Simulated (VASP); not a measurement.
# HfO2 (Fm-3m) in VASP: settings compared

The runs below take HfO2 through single point, with PBEsol, PBE.

Everything below comes from runs of VASP 6.6.1. Logs are shortened: lines on timing, memory, paths and dates and some standing lists are left out, and cuts for length are marked.

## (1) The cell of the first run

It takes space group Fm-3m (No. 225, cubic). The conventional cell has a = 5.115 Å, b = 5.115 Å, c = 5.115 Å, α = 90.00°, β = 90.00°, γ = 90.00°. Within 2.9 Å of Hf (site symmetry m-3m) lie 8 O at 2.21 Å. Within 2.9 Å of O (site symmetry -43m) lie 4 Hf at 2.21 Å and 6 O at 2.56 Å.

## (2) Single point, PBEsol

Input file INCAR:

```
ALGO = Normal
EDIFF = 1E-6
ENCUT = 600
GGA = PS
GGA_COMPAT = F
ISIF = 2
ISMEAR = -1
LASPH = T
LCHARG = F
LREAL = F
LWAVE = F
NBANDS = 18
NELM = 120
PREC = Accurate
SIGMA = 0.005
```

Input file KPOINTS:

```
k-points
0
Gamma
  8 8 8
```

Input file POSCAR:

```
HfO2
1.0
    0.0000000000      2.5575000000      2.5575000000
    2.5575000000      0.0000000000      2.5575000000
    2.5575000000      2.5575000000      0.0000000000
Hf O
1 2
Direct
    0.0000000000      0.0000000000      0.0000000000
    0.7500000000      0.7500000000      0.7500000000
    0.2500000000      0.2500000000      0.2500000000
```

Potentials or basis: VASP PAW PBE potentials, release 64 (Hf_pv, O).

On the command line:

```
cat potpaw_PBE.64/Hf_pv/POTCAR potpaw_PBE.64/O/POTCAR > POTCAR
mpirun -np 1 vasp_std > vasp.out
```

OUTCAR:

```text
EDIFF = 1E-6
   ENCUT = 600
   GGA = PS
   ISIF = 2
   ISMEAR = -1
   LASPH = T
   LREAL = F
   NELM = 120
   PREC = Accurate

 ion  position               nearest neighbor table
   1  0.000  0.000  0.000-   2 2.21   2 2.21   2 2.21   2 2.21   3 2.21   3 2.21   3 2.21   3 2.21

   2  0.750  0.750  0.750-   1 2.21   1 2.21   1 2.21   1 2.21
   3  0.250  0.250  0.250-   1 2.21   1 2.21   1 2.21   1 2.21

  LATTYP: Found a face centered cubic cell.
 ALAT       =     5.1150000000

  Lattice vectors:

 A1 = (   0.0000000000,   2.5575000000,   2.5575000000)
 A2 = (   2.5575000000,   0.0000000000,   2.5575000000)
 A3 = (   2.5575000000,   2.5575000000,   0.0000000000)

Analysis of symmetry for initial positions (statically):
=====================================================================
 Subroutine PRICEL returns:
 Original cell was already a primitive cell.

 Routine SETGRP: Setting up the symmetry group for a
 face centered cubic supercell.

 Subroutine GETGRP returns: Found 48 space group operations
 (whereof 48 operations were pure point group operations)
 out of a pool of 48 trial point group operations.

The static configuration has the point symmetry O_h .

Analysis of symmetry for dynamics (positions and initial velocities):
=====================================================================
 Subroutine PRICEL returns:
 Original cell was already a primitive cell.

 Routine SETGRP: Setting up the symmetry group for a
 face centered cubic supercell.

 Subroutine GETGRP returns: Found 48 space group operations
 (whereof 48 operations were pure point group operations)
 out of a pool of 48 trial point group operations.

The dynamic configuration has the point symmetry O_h .

 Subroutine INISYM returns: Found 48 space group operations
 (whereof 48 operations are pure point group operations),
 and found     1 'primitive' translations

----------------------------------------------------------------------------------------

                                     Primitive cell

  volume of cell :      33.4562

  direct lattice vectors                    reciprocal lattice vectors
     0.000000000  2.557500000  2.557500000    -0.195503421  0.195503421  0.195503421
     2.557500000  0.000000000  2.557500000     0.195503421 -0.195503421  0.195503421
     2.557500000  2.557500000  0.000000000     0.195503421  0.195503421 -0.195503421

  length of vectors
     3.616851186  3.616851186  3.616851186     0.338621859  0.338621859  0.338621859

  position of ions in fractional coordinates (direct lattice)
     0.000000000  0.000000000  0.000000000
     0.750000000  0.750000000  0.750000000
     0.250000000  0.250000000  0.250000000

  ion indices of the primitive-cell ions
   primitive index   ion index
                 1           1
                 2           2
                 3           3

----------------------------------------------------------------------------------------

 KPOINTS: k-points

Automatic generation of k-mesh.
 Grid dimensions read from file:
 generate k-points for:    8    8    8

 Generating k-lattice:

  Cartesian coordinates                     Fractional coordinates (reciprocal lattice)
    -0.024437928  0.024437928  0.024437928     0.125000000  0.000000000  0.000000000
     0.024437928 -0.024437928  0.024437928     0.000000000  0.125000000  0.000000000
     0.024437928  0.024437928 -0.024437928     0.000000000  0.000000000  0.125000000

  Length of vectors
     0.042327732  0.042327732  0.042327732

  Shift w.r.t. Gamma in fractional coordinates (k-lattice)
     0.000000000  0.000000000  0.000000000

 Subroutine IBZKPT returns following result:
 ===========================================

 Found     29 irreducible k-points:

 Following reciprocal coordinates:
            Coordinates               Weight
  0.000000  0.000000  0.000000      1.000000
  0.125000  0.000000  0.000000      8.000000
  0.250000  0.000000  0.000000      8.000000
  0.375000  0.000000  0.000000      8.000000
  0.500000  0.000000  0.000000      4.000000
  0.125000  0.125000  0.000000      6.000000
[... 16 lines left out ...]
  0.500000  0.250000  0.125000     48.000000
 -0.375000  0.250000  0.125000     24.000000
 [... further k-points ...]
   k-points           NKPTS =     29   k-points in BZ     NKDIM =     29   number of bands    NBANDS=     18
   number of dos      NEDOS =    301   number of ions     NIONS =      3
   total plane-waves  NPLWV =  27000
   dimension x,y,z NGX =    30 NGY =   30 NGZ =   30
   dimension x,y,z NGXF=    60 NGYF=   60 NGZF=   60
   ions per type =               1   2
   NGX,Y,Z   is equivalent  to a cutoff of  13.79, 13.79, 13.79 a.u.
   NGXF,Y,Z  is equivalent  to a cutoff of  27.58, 27.58, 27.58 a.u.
 SYSTEM =  unknown system
   PREC   = accura    normal or accurate (medium, high low for compatibility)
   ISTART =      0    job   : 0-new  1-cont  2-samecut
   ICHARG =      2    charge: 1-file 2-atom 10-const
   ISPIN  =      1    spin polarized calculation?
   LNONCOLLINEAR =      F non collinear calculations
   LSORBIT =      F    spin-orbit coupling
   LASPH  =      T    aspherical Exc in radial PAW
   ENCUT  =  600.0 eV  44.10 Ry    6.64 a.u.   7.22  7.22  7.22*2*pi/ulx,y,z
   NELM   =    120;   NELMIN=  2; NELMDL= -5     # of ELM steps
   EDIFF  = 0.1E-05   stopping-criterion for ELM
   LREAL  =      F    real-space projection
[... 7 lines left out ...]
   TEBEG  =    0.0;   TEEND  =   0.0 temperature during run
   PSTRESS=    0.0 pullay stress
   NELECT =      22.0000    total number of electrons
   NUPDOWN=      -1.0000    fix difference up-down
   EMIN   =  10.00;   EMAX   =-10.00  energy-range for DOS
   EFERMI =   0.00;   METHOD = LEGACY
   ISMEAR =    -1;   SIGMA  =   0.01  broadening in eV -4-tet -1-fermi 0-gaus
   EFERMI_NEDOS =   21; number of points for ismear=-14 and -15
   IALGO  =     38    algorithm
   IMIX   =      4    mixing-type and parameters
     AMIX     =   0.40;   BMIX     =  1.00
     AMIX_MAG =   1.60;   BMIX_MAG =  1.00
  volume/ion in A,a.u.               =      11.15        75.26
  Fermi-wavevector in a.u.,A,eV,Ry     =   1.423607  2.690227 27.574337  2.026657
  Thomas-Fermi vector in A             =   2.544186
   LORBIT       =      0    0 simple, 1 ext, 2 COOP (PROOUT), +10 PAW based schemes
   GGA     = PS    functional components
   LHFCALC =     F    Hartree Fock is set to
   AEXX    =    0.0000 exact exchange contribution
   IVDW    =     0    specifies the selected vdW correction
   LEPSILON=     F    determine dielectric tensor
   LRPA    =     F    only Hartree local field effects (RPA)
 non-spin polarized calculation
  energy-cutoff  :      600.00
  volume of cell :       33.46
 maximum number of plane-waves:      1139
 NGX is ok and might be reduce to    30
   NGX = 15   NGY = 15   NGZ = 15

 number of electron      21.9999993 magnetization

 Free energy of the ion-electron system (eV)
  ---------------------------------------------------
  ext. energy  EPLUGINS =         0.00000000
  ---------------------------------------------------
  free energy    TOTEN  =       -31.56308673 eV

  energy without entropy =      -31.56308673  energy(sigma->0) =      -31.56308673

 E-fermi :   4.0071     XC(G=0): -11.9634

 val. band max:        3.9045514901   @ k =   0.5000   0.5000   0.0000
 cond. band min:       7.5086082605   @ k =   0.5000   0.5000   0.0000
 fundamental gap:      3.6040567703
 Fermi energy:         4.0071115356

 k-point     1 :       0.0000    0.0000    0.0000
  band No.  band energies     occupation
      1     -25.8412      2.00000
      2     -25.8412      2.00000
      3     -25.8412      2.00000
      4     -14.6169      2.00000
      5     -11.6521      2.00000
      6      -1.3337      2.00000
[... 10 lines left out ...]
     17      13.9931      0.00000
     18      17.2703      0.00000

 k-point     2 :       0.1250    0.0000    0.0000
  band No.  band energies     occupation
      1     -25.9015      2.00000
      2     -25.8478      2.00000
      3     -25.8478      2.00000
      4     -14.4185      2.00000
      5     -11.8152      2.00000
      6      -1.1873      2.00000
[... 10 lines left out ...]
     17      13.7370      0.00000
     18      17.0852      0.00000

 k-point     3 :       0.2500    0.0000    0.0000
  band No.  band energies     occupation
      1     -26.0420      2.00000
      2     -25.8639      2.00000
      3     -25.8639      2.00000
      4     -13.9439      2.00000
      5     -12.1501      2.00000
      6      -0.8243      2.00000
[... 10 lines left out ...]
     17      13.2777      0.00000
     18      16.1131      0.00000

 k-point     4 :       0.3750    0.0000    0.0000
  band No.  band energies     occupation
      1     -26.1759      2.00000
      2     -25.8798      2.00000
      3     -25.8798      2.00000
      4     -13.5211      2.00000
      5     -12.3615      2.00000
      6      -0.4618      2.00000
[... 375 lines left out ...]
      4     -13.5403      2.00000
      5     -12.3959      2.00000
      6      -0.8423      2.00000
[... 10 lines left out ...]
     17      13.3995      0.00000
     18      16.6477      0.00000

 k-point    23 :       0.5000    0.2500    0.1250
  band No.  band energies     occupation
      1     -26.1504      2.00000
      2     -25.9777      2.00000
      3     -25.9025      2.00000
      4     -13.1592      2.00000
      5     -12.5591      2.00000
      6      -0.8573      2.00000
[... 10 lines left out ...]
     17      14.3065      0.00000
     18      16.4632      0.00000

 k-point    24 :      -0.3750    0.2500    0.1250
  band No.  band energies     occupation
      1     -26.1764      2.00000
      2     -25.9973      2.00000
      3     -25.9115      2.00000
      4     -13.0633      2.00000
      5     -12.5488      2.00000
      6      -0.8646      2.00000
[... 10 lines left out ...]
     17      14.5425      0.00000
     18      16.4278      0.00000

 [... further k-points ...]

------------------------ aborting loop because EDIFF is reached ----------------------------------------

  FORCE on cell =-STRESS in cart. coord.  units (eV):
  Direction    XX          YY          ZZ          XY          YZ          ZX
  --------------------------------------------------------------------------------------
  -------------------------------------------------------------------------------------
  Total       -2.8700991     -2.8700991     -2.8700991      0.0000000      0.0000000     -0.0000000
  in kB     -137.4455076   -137.4455076   -137.4455076      0.0000000      0.0000000     -0.0000000
  external PRESSURE =    -137.4455076 kB  Pullay stress =       0.0000000 kB

 VOLUME and BASIS-vectors are now :
 -----------------------------------------------------------------------------
  energy-cutoff  :      600.00
  volume of cell :       33.46
      direct lattice vectors                 reciprocal lattice vectors
     0.000000000  2.557500000  2.557500000    -0.195503421  0.195503421  0.195503421
     2.557500000  0.000000000  2.557500000     0.195503421 -0.195503421  0.195503421
     2.557500000  2.557500000  0.000000000     0.195503421  0.195503421 -0.195503421

 POSITION                                       TOTAL-FORCE (eV/Angst)
 -----------------------------------------------------------------------------------
      0.00000      0.00000      0.00000         0.000000     -0.000000      0.000000
      3.83625      3.83625      3.83625        -0.000000     -0.000000     -0.000000
      1.27875      1.27875      1.27875        -0.000000      0.000000      0.000000
 -----------------------------------------------------------------------------------
    total drift:                                0.000000     -0.000000      0.000000

  FREE ENERGIE OF THE ION-ELECTRON SYSTEM (eV)
  ---------------------------------------------------
  free  energy   TOTEN  =       -31.5630867342 eV

  energy  without entropy=      -31.5630867342  energy(sigma->0) =      -31.56308673
```

Run time: 13 s. Hardware: 1 thread of Intel Xeon 6975P-C (Granite Rapids), shared host; peak memory 0.17 GiB.

What came out:

| Item | Value |
| --- | --- |
| Free energy | -31.5631 eV |
| Pressure | -13.7 GPa |
| Band gap on the k mesh | 3.60 eV |

Caveat: the cell stands under tension; the PAW data sets were made with another functional, which shifts forces and pressure a little; spin-orbit coupling is left out, which moves the levels of the heavy elements. A k mesh can miss the band edges.

(Continued in part 2 of 2.)
